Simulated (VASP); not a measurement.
Input of a VASP 6.6.1 run:

Contents of INCAR:

```
PREC     = Accurate       # precision mode
ENCUT    = 400            # plane-wave cutoff, eV
EDIFF    = 1E-8           # SCF threshold, eV
ISMEAR   = -1             # smearing method
SIGMA    = 0.03           # smearing width, eV
LREAL    = F              # projectors in reciprocal space
LASPH    = T              # aspherical terms in the spheres
NELM     = 120            # most SCF steps
ALGO     = Normal         # electronic algorithm
ISIF     = 2              # what is computed and relaxed
LWAVE    = F              # write WAVECAR
LCHARG   = F              # write CHGCAR
GGA      = PE             # functional
LEFG     = T            
NBANDS   = 15             # bands
GGA_COMPAT= F
```

KPOINTS

```
Automatic mesh
0
Gamma
  6 6 6
```

Contents of POSCAR:

```
CsBr
1.0
    4.2860000000      0.0000000000      0.0000000000
    0.0000000000      4.2860000000      0.0000000000
    0.0000000000      0.0000000000      4.2860000000
Cs Br
1 1
Direct
    0.0000000000      0.0000000000      0.0000000000
    0.5000000000      0.5000000000      0.5000000000
```

Potentials or basis: VASP PAW PBE potentials, release 64 (Cs_sv, Br).

Launch:

```bash
$ cat potpaw_PBE.64/Cs_sv/POTCAR potpaw_PBE.64/Br/POTCAR > POTCAR
$ mpirun -np 1 vasp_std > vasp.out
```

Problem. Estimate the band gap on the k mesh.

Solution. 4.52 eV, direct.

Problem. Predict the pressure.

Solution. 1.1 GPa.

Caveat: without QUAD_EFG the Cq values of the log hold for a quadrupole moment of 1 mb, not for the nuclei; spin-orbit coupling is left out, which moves the levels of the heavy elements.
